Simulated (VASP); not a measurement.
# SiB2 (R3m) in VASP: relaxation of cell and atoms with PBE

Aim: the relaxation of cell and atoms of SiB2 with PBE.

Program: VASP 6.6.1. These are calculated values, not measurements. Logs are shortened: lines on timing, memory, paths and dates and some standing lists are left out, and cuts for length are marked.

### Step 1. The cell of the first run

The structure is trigonal, space group R3m (No. 160). Conventional cell: a = 6.399 Å, b = 6.399 Å, c = 13.547 Å, α = 90.00°, β = 90.00°, γ = 120.00°. Si (site symmetry 3m) has 3 B at 2.07 Å and 3 Si at 2.60 Å within 2.7 Å. Si (site symmetry 3m) has 4 B at 1.98 to 2.08 Å within 2.6 Å. Si (site symmetry m) has 4 B at 2.05 to 2.21 Å and 1 Si at 2.60 Å within 2.7 Å. B (site symmetry m) has 4 B at 1.72 to 1.85 Å and 2 Si at 2.05 to 2.07 Å within 2.3 Å. Within 2.3 Å of B (site symmetry m) lie 3 B at 1.76 to 1.85 Å and 3 Si at 1.98 to 2.21 Å. B (site symmetry 3m) has 4 Si at 2.08 Å and 3 B at 2.88 Å within 2.9 Å. B (site symmetry m) has 5 B at 1.68 to 1.76 Å within 2.2 Å.

### Step 2. Relaxation of cell and atoms, PBE

The input, INCAR:

```
SYSTEM = SiB2
PREC = Accurate ; ENCUT = 600
EDIFF = 1E-7 ; ISMEAR = 0
SIGMA = 0.1 ; LREAL = Auto
LASPH = .TRUE. ; NELM = 80
ALGO = Normal ; ISIF = 3
LWAVE = .FALSE. ; LCHARG = .FALSE.
GGA = PE ; IBRION = 2
NSW = 100 ; EDIFFG = -0.01
```

The input, KPOINTS:

```
Automatic mesh
0
G
  6 6 6
  0 0 0
```

The input, POSCAR:

```
SiB2
1.0
    3.1995441766      1.8472576917      4.5157154081
   -3.1995441766      1.8472576917      4.5157154081
    0.0000000000     -3.6945153833      4.5157154081
Si B
5 10
Direct
    0.7332684858      0.7332684858      0.7332684858
    0.3414887419      0.3414887419      0.3414887419
    0.7217481218      0.1879415946      0.7217481218
    0.7217481218      0.7217481218      0.1879415946
    0.1879415946      0.7217481218      0.7217481218
    0.8757397934      0.3328462811      0.8757397934
    0.3328462811      0.8757397934      0.8757397934
    0.8757397934      0.8757397934      0.3328462811
    0.1367206868      0.6604207430      0.1367206868
    0.1367206868      0.1367206868      0.6604207430
    0.6604207430      0.1367206868      0.1367206868
    0.4948203982      0.4948203982      0.4948203982
    0.1808945772      0.1808945772      0.9190073971
    0.9190073971      0.1808945772      0.1808945772
    0.1808945772      0.9190073971      0.1808945772
```

Potentials or basis: VASP PAW PBE potentials, release 64 (Si, B).

Run with:

```bash
cat potpaw_PBE.64/Si/POTCAR potpaw_PBE.64/B/POTCAR > POTCAR
mpirun -np 1 vasp_std > vasp.out
```

OUTCAR:

```text
SYSTEM = SiB2
   PREC = Accurate
   ENCUT = 600
   EDIFF = 1E-7
   ISMEAR = 0
   LREAL = Auto
   LASPH = .TRUE.
   NELM = 80
   ISIF = 3
   GGA = PE
   IBRION = 2
   NSW = 100
   EDIFFG = -0.01

 ion  position               nearest neighbor table
   1  0.733  0.733  0.733-   6 2.07   7 2.07   8 2.07   4 2.60   5 2.60   3 2.60
   2  0.341  0.341  0.341-   9 1.98  11 1.98  10 1.98  12 2.08
   3  0.722  0.188  0.722-   6 2.05  12 2.08  10 2.21  11 2.21   1 2.60   5 2.98   4 2.98
   4  0.722  0.722  0.188-   8 2.05  12 2.08  11 2.21   9 2.21   1 2.60   3 2.98   5 2.98
   5  0.188  0.722  0.722-   7 2.05  12 2.08  10 2.21   9 2.21   1 2.60   3 2.98   4 2.98
   6  0.876  0.333  0.876-  13 1.72  14 1.72  10 1.85  11 1.85   3 2.05   1 2.07
   7  0.333  0.876  0.876-  13 1.72  15 1.72  10 1.85   9 1.85   5 2.05   1 2.07
   8  0.876  0.876  0.333-  14 1.72  15 1.72   9 1.85  11 1.85   4 2.05   1 2.07
   9  0.137  0.660  0.137-  15 1.76   8 1.85   7 1.85   2 1.98   4 2.21   5 2.21
  10  0.137  0.137  0.660-  13 1.76   7 1.85   6 1.85   2 1.98   5 2.21   3 2.21
  11  0.660  0.137  0.137-  14 1.76   8 1.85   6 1.85   2 1.98   4 2.21   3 2.21
  12  0.495  0.495  0.495-   2 2.08   3 2.08   5 2.08   4 2.08
  13  0.181  0.181  0.919-  14 1.68  15 1.68   6 1.72   7 1.72  10 1.76
  14  0.919  0.181  0.181-  15 1.68  13 1.68   6 1.72   8 1.72  11 1.76
  15  0.181  0.919  0.181-  14 1.68  13 1.68   7 1.72   8 1.72   9 1.76

  LATTYP: Found a trigonal (rhomboedric) cell.
 ALAT       =     5.8344776600
 COS(alpha) =     0.3985462252

  Lattice vectors:

 A1 = (   3.1995441766,   1.8472576917,   4.5157154081)
 A2 = (  -3.1995441766,   1.8472576917,   4.5157154081)
 A3 = (   0.0000000000,  -3.6945153833,   4.5157154081)

Analysis of symmetry for initial positions (statically):
=====================================================================
 Subroutine PRICEL returns:
 Original cell was already a primitive cell.

 Routine SETGRP: Setting up the symmetry group for a
 trigonal (rhombohedral) supercell.

 Subroutine GETGRP returns: Found  6 space group operations
 (whereof  6 operations were pure point group operations)
 out of a pool of 12 trial point group operations.

The static configuration has the point symmetry C_3v.

Analysis of symmetry for dynamics (positions and initial velocities):
=====================================================================
 Subroutine PRICEL returns:
 Original cell was already a primitive cell.

 Routine SETGRP: Setting up the symmetry group for a
 trigonal (rhombohedral) supercell.

 Subroutine GETGRP returns: Found  6 space group operations
 (whereof  6 operations were pure point group operations)
 out of a pool of 12 trial point group operations.

The dynamic configuration has the point symmetry C_3v.

 Subroutine INISYM returns: Found  6 space group operations
 (whereof  6 operations are pure point group operations),
 and found     1 'primitive' translations

----------------------------------------------------------------------------------------

                                     Primitive cell

  volume of cell :     160.1376

  direct lattice vectors                    reciprocal lattice vectors
     3.199544177  1.847257692  4.515715408     0.156272260  0.090223831  0.073816285
    -3.199544177  1.847257692  4.515715408    -0.156272260  0.090223831  0.073816285
     0.000000000 -3.694515383  4.515715408     0.000000000 -0.180447663  0.073816285

  length of vectors
     5.834477660  5.834477660  5.834477660     0.194962055  0.194962055  0.194962055

  position of ions in fractional coordinates (direct lattice)
     0.733268486  0.733268486  0.733268486
     0.341488742  0.341488742  0.341488742
     0.721748122  0.187941595  0.721748122
     0.721748122  0.721748122  0.187941595
     0.187941595  0.721748122  0.721748122
     0.875739793  0.332846281  0.875739793
     0.332846281  0.875739793  0.875739793
     0.875739793  0.875739793  0.332846281
     0.136720687  0.660420743  0.136720687
     0.136720687  0.136720687  0.660420743
     0.660420743  0.136720687  0.136720687
     0.494820398  0.494820398  0.494820398
     0.180894577  0.180894577  0.919007397
     0.919007397  0.180894577  0.180894577
     0.180894577  0.919007397  0.180894577

  ion indices of the primitive-cell ions
   primitive index   ion index
                 1           1
                 2           2
                 3           3
                 4           4
                 5           5
                 6           6
                 7           7
                 8           8
                 9           9
                10          10
                11          11
                12          12
                13          13
                14          14
                15          15

----------------------------------------------------------------------------------------

 KPOINTS: Automatic mesh

Automatic generation of k-mesh.
 Grid dimensions read from file:
 generate k-points for:    6    6    6

 Generating k-lattice:

  Cartesian coordinates                     Fractional coordinates (reciprocal lattice)
     0.026045377  0.015037305  0.012302714     0.166666667 -0.000000000  0.000000000
    -0.026045377  0.015037305  0.012302714    -0.000000000  0.166666667  0.000000000
     0.000000000 -0.030074610  0.012302714     0.000000000  0.000000000  0.166666667

  Length of vectors
     0.032493676  0.032493676  0.032493676

  Shift w.r.t. Gamma in fractional coordinates (k-lattice)
     0.000000000  0.000000000  0.000000000

 Subroutine IBZKPT returns following result:
 ===========================================

 Found     32 irreducible k-points:

 Following reciprocal coordinates:
            Coordinates               Weight
  0.000000  0.000000  0.000000      1.000000
  0.166667  0.000000 -0.000000      6.000000
  0.333333  0.000000 -0.000000      6.000000
  0.500000  0.000000  0.000000      3.000000
  0.166667  0.166667 -0.000000      6.000000
  0.333333  0.166667  0.000000     12.000000
[... 16 lines left out ...]
  0.500000  0.500000  0.166667      6.000000
 -0.333333  0.500000  0.166667     12.000000
 [... further k-points ...]
   k-points           NKPTS =     32   k-points in BZ     NKDIM =     32   number of bands    NBANDS=     33
   number of dos      NEDOS =    301   number of ions     NIONS =     15
   total plane-waves  NPLWV = 110592
   dimension x,y,z NGX =    48 NGY =   48 NGZ =   48
   dimension x,y,z NGXF=    96 NGYF=   96 NGZF=   96
   ions per type =               5  10
   NGX,Y,Z   is equivalent  to a cutoff of  13.68, 13.68, 13.68 a.u.
   NGXF,Y,Z  is equivalent  to a cutoff of  27.35, 27.35, 27.35 a.u.
 SYSTEM =  SiB2
   PREC   = accura    normal or accurate (medium, high low for compatibility)
   ISTART =      0    job   : 0-new  1-cont  2-samecut
   ICHARG =      2    charge: 1-file 2-atom 10-const
   ISPIN  =      1    spin polarized calculation?
   LNONCOLLINEAR =      F non collinear calculations
   LSORBIT =      F    spin-orbit coupling
   LASPH  =      T    aspherical Exc in radial PAW
   ENCUT  =  600.0 eV  44.10 Ry    6.64 a.u.  11.65 11.65 11.65*2*pi/ulx,y,z
   NELM   =     80;   NELMIN=  2; NELMDL= -5     # of ELM steps
   EDIFF  = 0.1E-06   stopping-criterion for ELM
   LREAL  =      T    real-space projection
   EDIFFG = -.1E-01   stopping-criterion for IOM
   NSW    =    100    number of steps for IOM
   IBRION =      2    ionic relax: 0-MD 1-quasi-New 2-CG
   NFREE  =      1    steps in history (QN), initial steepest desc. (CG)
   ISIF   =      3    stress and relaxation
   ISYM   =      2    0-nonsym 1-usesym 2-fastsym
   POTIM  = 0.5000    time-step for ionic-motion
   TEBEG  =    0.0;   TEEND  =   0.0 temperature during run
   PSTRESS=    0.0 pullay stress
   NELECT =      50.0000    total number of electrons
   NUPDOWN=      -1.0000    fix difference up-down
   EMIN   =  10.00;   EMAX   =-10.00  energy-range for DOS
   EFERMI =   0.00;   METHOD = LEGACY
   ISMEAR =     0;   SIGMA  =   0.10  broadening in eV -4-tet -1-fermi 0-gaus
   EFERMI_NEDOS =   21; number of points for ismear=-14 and -15
   IALGO  =     38    algorithm
   IMIX   =      4    mixing-type and parameters
     AMIX     =   0.40;   BMIX     =  1.00
     AMIX_MAG =   1.60;   BMIX_MAG =  1.00
  volume/ion in A,a.u.               =      10.68        72.04
  Fermi-wavevector in a.u.,A,eV,Ry     =   1.110624  2.098775 16.782589  1.233486
  Thomas-Fermi vector in A             =   2.247178
   LORBIT       =      0    0 simple, 1 ext, 2 COOP (PROOUT), +10 PAW based schemes
   GGA     = PE    functional components
   LHFCALC =     F    Hartree Fock is set to
   AEXX    =    0.0000 exact exchange contribution
   IVDW    =     0    specifies the selected vdW correction
   LEPSILON=     F    determine dielectric tensor
   LRPA    =     F    only Hartree local field effects (RPA)
 conjugate gradient relaxation of ions
 non-spin polarized calculation
 Gauss-broadening in eV      SIGMA  =   0.10
  energy-cutoff  :      600.00
  volume of cell :      160.14
 maximum number of plane-waves:      5370
 NGX is ok and might be reduce to    48
   NGX = 23   NGY = 23   NGZ = 23

--------------------------------------- Ionic step        1  -------------------------------------------

 number of electron      50.0000000 magnetization

 Free energy of the ion-electron system (eV)
  ---------------------------------------------------
  ext. energy  EPLUGINS =         0.00000000
  ---------------------------------------------------
  free energy    TOTEN  =       -87.98294309 eV

  energy without entropy =      -87.96889121  energy(sigma->0) =      -87.97591715

------------------------ aborting loop because EDIFF is reached ----------------------------------------

  FORCE on cell =-STRESS in cart. coord.  units (eV):
  Direction    XX          YY          ZZ          XY          YZ          ZX
  --------------------------------------------------------------------------------------
  -------------------------------------------------------------------------------------
  Total       -0.3953878     -0.3953878      0.4277549      0.0000000      0.0000000      0.0000000
  in kB       -3.9558557     -3.9558557      4.2796882      0.0000000      0.0000000      0.0000000
  external PRESSURE =      -1.2106744 kB  Pullay stress =       0.0000000 kB
[... 328 lines left out ...]
  energy  without entropy=      -87.9772132827  energy(sigma->0) =      -87.98419629

--------------------------------------- Ionic step        8  -------------------------------------------

 number of electron      50.0000000 magnetization

 Free energy of the ion-electron system (eV)
  ---------------------------------------------------
  ext. energy  EPLUGINS =         0.00000000
  ---------------------------------------------------
  free energy    TOTEN  =       -87.99122843 eV

  energy without entropy =      -87.97725747  energy(sigma->0) =      -87.98424295

 E-fermi :   6.7282     XC(G=0): -10.8579

 val. band max:        6.7247188748   @ k =   0.5000   0.5000   0.3333
 cond. band min:       6.7704861635   @ k =  -0.3333   0.3333   0.0000
 fundamental gap:      0.0457672887
 Fermi energy:         6.7282272434

 k-point     1 :       0.0000    0.0000    0.0000
  band No.  band energies     occupation
      1      -8.6166      2.00000
      2      -4.7653      2.00000
      3      -4.6149      2.00000
      4      -4.6149      2.00000
      5      -2.2674      2.00000
      6      -1.8764      2.00000
[... 853 lines left out ...]
     32      10.2971      0.00000
     33      10.6710      0.00000

 [... further k-points ...]

------------------------ aborting loop because EDIFF is reached ----------------------------------------

  FORCE on cell =-STRESS in cart. coord.  units (eV):
  Direction    XX          YY          ZZ          XY          YZ          ZX
  --------------------------------------------------------------------------------------
  -------------------------------------------------------------------------------------
  Total        0.0217595      0.0217595      0.0442936      0.0000000      0.0000000      0.0000000
  in kB        0.2175687      0.2175687      0.4428815      0.0000000      0.0000000      0.0000000
  external PRESSURE =       0.2926729 kB  Pullay stress =       0.0000000 kB
[... 30 lines left out ...]
  FREE ENERGIE OF THE ION-ELECTRON SYSTEM (eV)
  ---------------------------------------------------
  free  energy   TOTEN  =       -87.9912284318 eV

  energy  without entropy=      -87.9772574681  energy(sigma->0) =      -87.98424295

 reached required accuracy - stopping structural energy minimisation
```

It took 39 min on 1 thread of Intel Xeon 8259CL, shared host; peak memory 0.41 GiB.

What came out:

```
Free energy                           : -87.9912 eV
Relaxed volume                        : 10.68 Å³/atom
Relaxed cell                          : a = 5.847 Å, b = 5.847 Å, c = 5.847 Å, α = 66.19°, β = 66.19°, γ = 66.19°
Space group after relaxing (to 0.1 Å) : R3m (No. 160)
Energy gained by relaxing             : 0.6 meV/atom
Ionic steps                           : 8
Pressure after relaxing               : 0.0 GPa
Largest force after relaxing          : 0.009 eV/Å
Band gap on the k mesh                : zero (bands 25 and 26 overlap by 1.83 eV)
```

Forces in eV/Å, atoms in the order of the input:
```
Si   0.000  0.000 -0.009
Si   0.000  0.000  0.003
Si   0.000  0.000 -0.002
Si   0.000  0.000 -0.002
Si   0.000  0.000 -0.002
B    0.003 -0.001  0.003
B   -0.003 -0.001  0.003
B    0.000  0.003  0.003
B    0.006 -0.003 -0.001
B    0.000  0.007 -0.001
B   -0.006 -0.003 -0.001
B    0.000  0.000  0.006
B    0.000 -0.005  0.000
B    0.004  0.002  0.000
B   -0.004  0.002  0.000
```

Step by step:
| step | energy change (eV) | largest force (eV/Å) | pressure (GPa) | volume (Å³) |
| --- | --- | --- | --- | --- |
| 1 | 0.0000 | 0.2353 | -0.12 | 160.14 |
| 2 | -0.0056 | 0.0627 | 0.23 | 159.95 |
| 3 | -0.0060 | 0.0876 | 0.34 | 159.89 |
| 4 | -0.0077 | 0.0474 | -0.21 | 160.37 |
| 5 | -0.0077 | 0.0485 | -0.15 | 160.32 |
| 6 | -0.0082 | 0.0155 | 0.02 | 160.22 |
| 7 | -0.0082 | 0.0163 | 0.02 | 160.22 |
| 8 | -0.0083 | 0.0091 | 0.03 | 160.24 |

Final structure:
```cif
data_structure
_symmetry_space_group_name_H-M 'P 1'
_symmetry_Int_Tables_number 1
_cell_length_a 5.8469
_cell_length_b 5.8469
_cell_length_c 5.8469
_cell_angle_alpha 66.190
_cell_angle_beta 66.190
_cell_angle_gamma 66.190
_cell_volume 160.24
loop_
_atom_site_label
_atom_site_type_symbol
_atom_site_fract_x
_atom_site_fract_y
_atom_site_fract_z
_atom_site_occupancy
Si1 Si 0.73268 0.73268 0.73268 1
Si2 Si 0.34129 0.34129 0.34129 1
Si3 Si 0.72364 0.18639 0.72364 1
Si4 Si 0.72364 0.72364 0.18639 1
Si5 Si 0.18639 0.72364 0.72364 1
B1 B 0.87578 0.33289 0.87578 1
B2 B 0.33289 0.87578 0.87578 1
B3 B 0.87578 0.87578 0.33289 1
B4 B 0.13654 0.66098 0.13654 1
B5 B 0.13654 0.13654 0.66098 1
B6 B 0.66098 0.13654 0.13654 1
B7 B 0.49336 0.49336 0.49336 1
B8 B 0.18099 0.18099 0.91851 1
B9 B 0.91851 0.18099 0.18099 1
B10 B 0.18099 0.91851 0.18099 1
```

The gap in the log of VASP goes by the Fermi energy; the results here count the filled bands.